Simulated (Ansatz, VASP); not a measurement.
# FeSi: VASP beside Ansatz

File INCAR:

```
PREC = Accurate
ENCUT = 600
EDIFF = 1E-6
ISMEAR = 0
SIGMA = 0.01
LREAL = False
LASPH = True
NELM = 100
ALGO = Normal
ISIF = 3
LWAVE = False
LCHARG = False
GGA = PE
IBRION = 2
NSW = 100
EDIFFG = -0.005
```

Contents of KPOINTS:

```
Automatic mesh
0
Gamma
  8 8 8
```

File POSCAR:

```
FeSi
1.0
    4.4457756842      0.0000000000      0.0000000000
    0.0000000000      4.4457756842      0.0000000000
    0.0000000000      0.0000000000      4.4457756842
Fe Si
4 4
Direct
    0.1364570569      0.1364570569      0.1364570569
    0.3635429431      0.8635429431      0.6364570569
    0.6364570569      0.3635429431      0.8635429431
    0.8635429431      0.6364570569      0.3635429431
    0.8411355211      0.8411355211      0.8411355211
    0.6588644789      0.1588644789      0.3411355211
    0.3411355211      0.6588644789      0.1588644789
    0.1588644789      0.3411355211      0.6588644789
```

Input for Ansatz:

```yaml
crystal:
  lattice:
    - [4.4457760117, 0.0, 0.0]
    - [0.0, 4.4457760117, 0.0]
    - [0.0, 0.0, 4.4457760117]
  atoms:
    - { symbol: Fe, position: [0.1364571882, 0.1364571882, 0.1364571882] }
    - { symbol: Fe, position: [0.3635428118, 0.8635428118, 0.6364571882] }
    - { symbol: Fe, position: [0.6364571882, 0.3635428118, 0.8635428118] }
    - { symbol: Fe, position: [0.8635428118, 0.6364571882, 0.3635428118] }
    - { symbol: Si, position: [0.8411356542, 0.8411356542, 0.8411356542] }
    - { symbol: Si, position: [0.6588643458, 0.1588643458, 0.3411356542] }
    - { symbol: Si, position: [0.3411356542, 0.6588643458, 0.1588643458] }
    - { symbol: Si, position: [0.1588643458, 0.3411356542, 0.6588643458] }
basis:
  ecutwfc: 420
kpoints:
  mp_grid: { grid: [8, 8, 8] }
hamiltonian:
  xc: pbe
scf:
  occupations: { method: gaussian, width: 0.01 }
output:
  forces: true
  stress: true
  eigenvalues: true
relax:
  adjacent_minimum: "off"
  f_tol: 0.005
  max_steps: 80
  cell: { stress_tol: 0.05 }
```

Alike in both runs: task relaxation of cell and atoms; functional PBE; k mesh 8 × 8 × 8; occupations gaussian, width 0.01 eV; no spin polarisation.

```csv
,VASP,Ansatz
version,VASP 6.6.1,Ansatz 0.2.0
potentials or method,"VASP PAW PBE potentials, release 64 (Fe, Si), cutoff 600 eV","scalar-relativistic, plane waves, PAW"
valence electrons in the cell,48,80
```

```csv
,VASP,Ansatz,Ansatz less VASP
"gap on the k mesh at the Fermi level, each at its own relaxed structure (eV)",0.16,0.17,+0.009
relaxed volume (Å³/atom),11.00,11.00,-0.003
relaxed length of the cell vector where the two differ most in proportion (Å),4.448,4.448,-0.0004
```

VASP's potentials hold 48 valence electrons a cell and Ansatz's 80, so a difference there can come from the potentials and not from the codes.
